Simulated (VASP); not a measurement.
ZnSH6, 8 atoms in the cell. The cell holds a cluster in a box, 8 atoms: a = 12.300 Å, b = 12.100 Å, c = 12.300 Å, α = 90.00°, β = 90.00°, γ = 90.00°. 

| Quantity | Value |
| --- | --- |
| Program | VASP 6.6.1 |
| Task | relaxation of the atoms |
| Functional | PBEsol |
| Potentials or basis | VASP PAW PBE potentials, release 64 (Zn, S, H) |
| Cutoff | 520 eV |
| k mesh | 1 × 1 × 1 |
| Occupations | gaussian, width 0.05 eV |
| Spin | no spin polarisation |
| Dipole correction | no |
| Further INCAR settings | ALGO = Normal; EDIFF = 1e-06; IBRION = 2; EDIFFG = -0.03; NSW = 60 |

Potentials or basis: VASP PAW PBE potentials, release 64 (Zn, S, H).

Run with:

```console
$ cat potpaw_PBE.64/Zn/POTCAR potpaw_PBE.64/S/POTCAR potpaw_PBE.64/H/POTCAR > POTCAR
$ mpirun -np 1 vasp_gam > vasp.out
```

Hardware: 1 thread of Intel Xeon 8259CL (shared host).

How long does it take, and how much memory?

Wall time 58 min on 1 thread of Intel Xeon 8259CL, with other jobs on the host, peak memory 1.5 GiB. Counts: scf iterations 288, k points 1, ion steps 20.
